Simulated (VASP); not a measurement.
# Cu (Fm-3m) in VASP: notebook

Cu is run at these levels: PBE, PBE+D4, PBEsol+D3(BJ); tasks: single point, relaxation of cell and atoms.

All numbers are computed with VASP 6.6.1; they aren't measurements. Logs are shortened: lines on timing, memory, paths and dates and some standing lists are left out, and cuts for length are marked.

## Step 1: The cell of the first run

Symmetry: Fm-3m, No. 225, cubic system. The conventional cell has a = 3.615 Å, b = 3.615 Å, c = 3.615 Å, α = 90.00°, β = 90.00°, γ = 90.00°. Cu (site symmetry m-3m) has 12 Cu at 2.56 Å within 3.4 Å.

## Step 2: Single point, PBE

The input, INCAR:

```
SYSTEM = Cu
PREC = Accurate
ENCUT = 600
EDIFF = 1E-6
ISMEAR = 0
SIGMA = 0.016
LREAL = .False.
LASPH = .True.
NELM = 120
ALGO = Normal
ISIF = 2
LWAVE = .False.
LCHARG = .False.
GGA = PE
NBANDS = 12
GGA_COMPAT = .False.
```

The input, KPOINTS:

```
Automatic mesh
0
Gamma
  13 13 13
  0 0 0
```

The input, POSCAR:

```
Cu
1.0
    0.0000000000      1.8075000000      1.8075000000
    1.8075000000      0.0000000000      1.8075000000
    1.8075000000      1.8075000000      0.0000000000
Cu
1
Direct
    0.0000000000      0.0000000000      0.0000000000
```

Potentials or basis: VASP PAW PBE potentials, release 64 (Cu).

Run with:

```bash
$ cat potpaw_PBE.64/Cu/POTCAR > POTCAR
$ mpirun -np 1 vasp_std > vasp.out
```

OUTCAR:

```text
SYSTEM = Cu
   PREC = Accurate
   ENCUT = 600
   EDIFF = 1E-6
   ISMEAR = 0
   LREAL = .False.
   LASPH = .True.
   NELM = 120
   ISIF = 2
   GGA = PE

 ion  position               nearest neighbor table
   1  0.000  0.000  0.000-

  LATTYP: Found a face centered cubic cell.
 ALAT       =     3.6150000000

  Lattice vectors:

 A1 = (   0.0000000000,   1.8075000000,   1.8075000000)
 A2 = (   1.8075000000,   0.0000000000,   1.8075000000)
 A3 = (   1.8075000000,   1.8075000000,   0.0000000000)

Analysis of symmetry for initial positions (statically):
=====================================================================
 Subroutine PRICEL returns:
 Original cell was already a primitive cell.

 Routine SETGRP: Setting up the symmetry group for a
 face centered cubic supercell.

 Subroutine GETGRP returns: Found 48 space group operations
[... 9 lines left out ...]

 Routine SETGRP: Setting up the symmetry group for a
 face centered cubic supercell.

 Subroutine GETGRP returns: Found 48 space group operations
[... 11 lines left out ...]
                                     Primitive cell

  volume of cell :      11.8104

  direct lattice vectors                    reciprocal lattice vectors
     0.000000000  1.807500000  1.807500000    -0.276625173  0.276625173  0.276625173
     1.807500000  0.000000000  1.807500000     0.276625173 -0.276625173  0.276625173
     1.807500000  1.807500000  0.000000000     0.276625173  0.276625173 -0.276625173

  length of vectors
     2.556191014  2.556191014  2.556191014     0.479128854  0.479128854  0.479128854

  position of ions in fractional coordinates (direct lattice)
     0.000000000  0.000000000  0.000000000

  ion indices of the primitive-cell ions
   primitive index   ion index
                 1           1

----------------------------------------------------------------------------------------

 KPOINTS: Automatic mesh

Automatic generation of k-mesh.
 Grid dimensions read from file:
 generate k-points for:   13   13   13

 Generating k-lattice:

  Cartesian coordinates                     Fractional coordinates (reciprocal lattice)
    -0.021278859  0.021278859  0.021278859     0.076923077  0.000000000  0.000000000
     0.021278859 -0.021278859  0.021278859     0.000000000  0.076923077  0.000000000
     0.021278859  0.021278859 -0.021278859     0.000000000  0.000000000  0.076923077

  Length of vectors
     0.036856066  0.036856066  0.036856066

  Shift w.r.t. Gamma in fractional coordinates (k-lattice)
     0.000000000  0.000000000  0.000000000

 Subroutine IBZKPT returns following result:
 ===========================================

 Found     84 irreducible k-points:

 Following reciprocal coordinates:
            Coordinates               Weight
  0.000000  0.000000  0.000000      1.000000
  0.076923  0.000000  0.000000      8.000000
  0.153846  0.000000  0.000000      8.000000
  0.230769  0.000000  0.000000      8.000000
  0.307692  0.000000  0.000000      8.000000
  0.384615  0.000000  0.000000      8.000000
[... 16 lines left out ...]
  0.384615  0.153846  0.000000     24.000000
  0.461538  0.153846  0.000000     24.000000
 [... further k-points ...]
   k-points           NKPTS =     84   k-points in BZ     NKDIM =     84   number of bands    NBANDS=     12
   number of dos      NEDOS =    301   number of ions     NIONS =      1
   total plane-waves  NPLWV =   8000
   dimension x,y,z NGX =    20 NGY =   20 NGZ =   20
   dimension x,y,z NGXF=    40 NGYF=   40 NGZF=   40
   ions per type =               1
   NGX,Y,Z   is equivalent  to a cutoff of  13.01, 13.01, 13.01 a.u.
   NGXF,Y,Z  is equivalent  to a cutoff of  26.01, 26.01, 26.01 a.u.
 SYSTEM =  Cu
   PREC   = accura    normal or accurate (medium, high low for compatibility)
   ISTART =      0    job   : 0-new  1-cont  2-samecut
   ICHARG =      2    charge: 1-file 2-atom 10-const
   ISPIN  =      1    spin polarized calculation?
   LNONCOLLINEAR =      F non collinear calculations
   LSORBIT =      F    spin-orbit coupling
   LASPH  =      T    aspherical Exc in radial PAW
   ENCUT  =  600.0 eV  44.10 Ry    6.64 a.u.   5.11  5.11  5.11*2*pi/ulx,y,z
   NELM   =    120;   NELMIN=  2; NELMDL= -5     # of ELM steps
   EDIFF  = 0.1E-05   stopping-criterion for ELM
   LREAL  =      F    real-space projection
   EDIFFG = 0.1E-04   stopping-criterion for IOM
   NSW    =      0    number of steps for IOM
   IBRION =     -1    ionic relax: 0-MD 1-quasi-New 2-CG
   NFREE  =      0    steps in history (QN), initial steepest desc. (CG)
   ISIF   =      2    stress and relaxation
   ISYM   =      2    0-nonsym 1-usesym 2-fastsym
   POTIM  = 0.5000    time-step for ionic-motion
   TEBEG  =    0.0;   TEEND  =   0.0 temperature during run
   PSTRESS=    0.0 pullay stress
   NELECT =      11.0000    total number of electrons
   NUPDOWN=      -1.0000    fix difference up-down
   EMIN   =  10.00;   EMAX   =-10.00  energy-range for DOS
   EFERMI =   0.00;   METHOD = LEGACY
   ISMEAR =     0;   SIGMA  =   0.02  broadening in eV -4-tet -1-fermi 0-gaus
   EFERMI_NEDOS =   21; number of points for ismear=-14 and -15
   IALGO  =     38    algorithm
   IMIX   =      4    mixing-type and parameters
     AMIX     =   0.40;   BMIX     =  1.00
     AMIX_MAG =   1.60;   BMIX_MAG =  1.00
  volume/ion in A,a.u.               =      11.81        79.70
  Fermi-wavevector in a.u.,A,eV,Ry     =   1.598763  3.021224 34.777078  2.556043
  Thomas-Fermi vector in A             =   2.696162
   LORBIT       =      0    0 simple, 1 ext, 2 COOP (PROOUT), +10 PAW based schemes
   GGA     = PE    functional components
   LHFCALC =     F    Hartree Fock is set to
   AEXX    =    0.0000 exact exchange contribution
   IVDW    =     0    specifies the selected vdW correction
   LEPSILON=     F    determine dielectric tensor
   LRPA    =     F    only Hartree local field effects (RPA)
 non-spin polarized calculation
 Gauss-broadening in eV      SIGMA  =   0.02
  energy-cutoff  :      600.00
  volume of cell :       11.81
 maximum number of plane-waves:       411
   NGX = 11   NGY = 11   NGZ = 11

 number of electron      11.0000001 magnetization

 Free energy of the ion-electron system (eV)
  ---------------------------------------------------
  ext. energy  EPLUGINS =         0.00000000
  ---------------------------------------------------
  free energy    TOTEN  =        -3.72690433 eV

  energy without entropy =       -3.72681968  energy(sigma->0) =       -3.72686200

 E-fermi :   7.7915     XC(G=0): -12.7264

 val. band max:        7.7774298850   @ k =   0.4615   0.3077   0.0000
 cond. band min:       7.8068819677   @ k =  -0.3846   0.1538   0.0000
 fundamental gap:      0.0294520826
 Fermi energy:         7.7914670738

 k-point     1 :       0.0000    0.0000    0.0000
  band No.  band energies     occupation
      1      -1.7660      2.00000
      2       4.5521      2.00000
      3       4.5521      2.00000
      4       4.5521      2.00000
      5       5.3734      2.00000
      6       5.3734      2.00000
      7      30.1795      0.00000
      8      32.8235      0.00000
      9      32.8235      0.00000
     10      32.8235      0.00000
     11      35.3137      0.00000
     12      35.3137      0.00000

 k-point     2 :       0.0769    0.0000    0.0000
  band No.  band energies     occupation
      1      -1.5508      2.00000
      2       4.5072      2.00000
      3       4.5919      2.00000
      4       4.5919      2.00000
      5       5.3582      2.00000
      6       5.3582      2.00000
      7      28.7438      0.00000
      8      31.1144      0.00000
      9      32.2074      0.00000
     10      32.2074      0.00000
     11      36.2296      0.00000
     12      36.2296      0.00000

 k-point     3 :       0.1538    0.0000    0.0000
  band No.  band energies     occupation
      1      -0.9198      2.00000
      2       4.3976      2.00000
      3       4.6779      2.00000
      4       4.6779      2.00000
      5       5.3441      2.00000
      6       5.3441      2.00000
      7      24.8947      0.00000
      8      30.6751      0.00000
      9      31.2884      0.00000
     10      31.2884      0.00000
     11      37.1668      0.00000
     12      37.6552      0.00000

 k-point     4 :       0.2308    0.0000    0.0000
  band No.  band energies     occupation
      1       0.0686      2.00000
      2       4.3038      2.00000
      3       4.7146      2.00000
      4       4.7146      2.00000
      5       5.4177      2.00000
      6       5.4177      2.00000
      7      20.9731      0.00000
      8      30.2061      0.00000
      9      30.5516      0.00000
     10      30.5516      0.00000
     11      36.5387      0.00000
     12      36.5387      0.00000

 k-point     5 :       0.3077    0.0000    0.0000
  band No.  band energies     occupation
      1       1.2392      2.00000
      2       4.4099      2.00000
      3       4.6598      2.00000
      4       4.6598      2.00000
      5       5.6021      2.00000
      6       5.6021      2.00000
      7      17.3247      0.00000
      8      29.5888      0.00000
      9      30.0519      0.00000
     10      30.0519      0.00000
     11      34.7869      0.00000
     12      34.7869      0.00000
[... 228 lines left out ...]
      1       0.0837      2.00000
      2       4.0928      2.00000
      3       4.8294      2.00000
      4       4.9308      2.00000
      5       5.1531      2.00000
      6       5.5622      2.00000
      7      24.1122      0.00000
      8      26.6492      0.00000
      9      28.0434      0.00000
     10      29.8209      0.00000
     11      32.4493      0.00000
     12      39.9396      0.00000

 k-point    22 :       0.3077    0.1538    0.0000
  band No.  band energies     occupation
      1       1.0997      2.00000
      2       3.9887      2.00000
      3       4.6560      2.00000
      4       4.9572      2.00000
      5       5.5239      2.00000
      6       5.7026      2.00000
      7      20.2971      0.00000
      8      25.8981      0.00000
      9      27.2123      0.00000
     10      28.8283      0.00000
     11      34.1841      0.00000
     12      39.1854      0.00000

 k-point    23 :       0.3846    0.1538    0.0000
  band No.  band energies     occupation
      1       2.1470      2.00000
      2       4.0329      2.00000
      3       4.5013      2.00000
      4       4.9023      2.00000
      5       5.8657      2.00000
      6       6.1582      2.00000
      7      16.7600      0.00000
      8      25.5965      0.00000
      9      25.8406      0.00000
     10      28.1541      0.00000
     11      37.0281      0.00000
     12      38.4943      0.00000

 k-point    24 :       0.4615    0.1538    0.0000
  band No.  band energies     occupation
      1       2.7605      2.00000
      2       4.1973      2.00000
      3       4.5636      2.00000
      4       4.8271      2.00000
      5       5.9579      2.00000
      6       7.2495      2.00000
      7      13.6616      0.00000
      8      24.4474      0.00000
      9      25.7801      0.00000
     10      27.9921      0.00000
     11      37.7277      0.00000
     12      37.8348      0.00000

 [... further k-points ...]
[... 5 lines left out ...]
  --------------------------------------------------------------------------------------
  -------------------------------------------------------------------------------------
  Total        0.1672035      0.1672035      0.1672035     -0.0000000     -0.0000000      0.0000000
  in kB       22.6825089     22.6825089     22.6825089     -0.0000000     -0.0000000      0.0000000
  external PRESSURE =      22.6825089 kB  Pullay stress =       0.0000000 kB

 VOLUME and BASIS-vectors are now :
 -----------------------------------------------------------------------------
  energy-cutoff  :      600.00
  volume of cell :       11.81
      direct lattice vectors                 reciprocal lattice vectors
     0.000000000  1.807500000  1.807500000    -0.276625173  0.276625173  0.276625173
     1.807500000  0.000000000  1.807500000     0.276625173 -0.276625173  0.276625173
     1.807500000  1.807500000  0.000000000     0.276625173  0.276625173 -0.276625173

 POSITION                                       TOTAL-FORCE (eV/Angst)
 -----------------------------------------------------------------------------------
      0.00000      0.00000      0.00000         0.000000      0.000000      0.000000
 -----------------------------------------------------------------------------------
    total drift:                                0.000000      0.000000      0.000000

  FREE ENERGIE OF THE ION-ELECTRON SYSTEM (eV)
  ---------------------------------------------------
  free  energy   TOTEN  =        -3.7269043288 eV

  energy  without entropy=       -3.7268196792  energy(sigma->0) =       -3.72686200
```

Wall time 5.1 s (1 thread of Intel Xeon 6975P-C (Granite Rapids), shared host); peak memory 0.12 GiB.

What came out:

```yaml
Free_energy: -3.7269 eV
Pressure: 2.3 GPa
```

Levels at points of the mesh, in eV from the Fermi level:
| k point | band 4 | band 5 | band 6 | band 7 | band 8 | band 9 |
| --- | --- | --- | --- | --- | --- | --- |
| (0.00, 0.00, 0.00) | -3.24 | -2.42 | -2.42 | 22.39 | 25.03 | 25.03 |

## Step 3: Single point, PBE

The input, INCAR:

```
SYSTEM = Cu
ALGO     = Normal         ! electronic algorithm
EDIFF    = 1E-6           ! SCF threshold, eV
ENCUT    = 600            ! plane-wave cutoff, eV
GGA      = PE             ! functional
GGA_COMPAT= .False.      
ISIF     = 2              ! what is computed and relaxed
ISMEAR   = 0              ! smearing method
LASPH    = .True.         ! aspherical terms in the spheres
LCHARG   = .False.        ! write CHGCAR
LREAL    = .False.        ! projectors in reciprocal space
LWAVE    = .False.        ! write WAVECAR
NBANDS   = 12             ! bands
NELM     = 120            ! most SCF steps
PREC     = Accurate       ! precision mode
SIGMA    = 0.026000000000000002 ! smearing width, eV
```

The input, KPOINTS:

```
k-points
0
Gamma
  13 13 13
  0 0 0
```

POSCAR is that of step 2.

Potentials or basis: VASP PAW PBE potentials, release 64 (Cu).

Run with:

```bash
$ cat potpaw_PBE.64/Cu/POTCAR > POTCAR
$ mpirun -np 1 vasp_std > vasp.out
```

It took 5.2 s on 1 thread of Intel Xeon 6975P-C (Granite Rapids), shared host; peak memory 0.13 GiB.

Results (log left out):

```
Free energy : -3.7270 eV
Pressure    : 2.3 GPa
```

Levels at points of the mesh, in eV from the Fermi level:
| k point | band 4 | band 5 | band 6 | band 7 | band 8 | band 9 |
| --- | --- | --- | --- | --- | --- | --- |
| (0.00, 0.00, 0.00) | -3.24 | -2.42 | -2.42 | 22.39 | 25.03 | 25.03 |

## Step 4: Relaxation of cell and atoms, PBE+D4

The input, INCAR:

```
SYSTEM = Cu
  ALGO = Normal
  EDIFF = 1E-7
  EDIFFG = -0.005
  ENCUT = 600
  GGA = PE
  GGA_COMPAT = .FALSE.
  IBRION = 2
  ISIF = 3
  ISMEAR = -1
  IVDW = 13
  LASPH = .TRUE.
  LCHARG = .FALSE.
  LREAL = .FALSE.
  LWAVE = .FALSE.
  NELM = 120
  NELMIN = 4
  NSW = 80
  PREC = Accurate
  SIGMA = 0.05
```

The input, KPOINTS:

```
k-points
0
G
  13 13 13
  0 0 0
```

POSCAR is that of step 3.

Run with:

```bash
$ cat potpaw_PBE.64/Cu/POTCAR > POTCAR
$ mpirun -np 1 vasp_std > vasp.out
```

It took 11 s on 1 thread of Intel Xeon 6975P-C (Granite Rapids), shared host; peak memory 0.13 GiB.

It converged, with:

```
Free energy                            : -4.2949 eV
Relaxed volume                         : 11.44 Å³/atom
Relaxed cell                           : a = 2.529 Å, b = 2.529 Å, c = 2.529 Å, α = 60.00°, β = 60.00°, γ = 60.00°
Space group after relaxing (to 0.05 Å) : Fm-3m (No. 225)
Energy gained by relaxing              : 5.8 meV/atom
Ionic steps                            : 3
Pressure after relaxing                : 0.0 GPa
Dispersion energy per atom             : -0.578 eV
```

Step by step:
| step | energy change (eV) | largest force (eV/Å) | pressure (GPa) | volume (Å³) |
| --- | --- | --- | --- | --- |
| 1 | 0.0000 | 0.0000 | -4.78 | 11.81 |
| 2 | -0.0036 | 0.0000 | 3.27 | 11.22 |
| 3 | -0.0058 | 0.0000 | 0.01 | 11.44 |

Final structure:
```
Cu
1.0
     0.00000    1.78818    1.78818
     1.78818    0.00000    1.78818
     1.78818    1.78818    0.00000
Cu
1
Direct
  0.00000 0.00000 0.00000
```

Levels at points of the mesh, in eV from the Fermi level:
```
           k point  band 3  band 4  band 5  band 6  band 7  band 8  band 9
(0.00, 0.00, 0.00)   -3.32   -3.32   -2.45   -2.45   22.67   25.56   25.56
```

Caveat: pairwise dispersion overbinds metals, which lowers pressure and volume.

(Continued in part 2 of 2.)
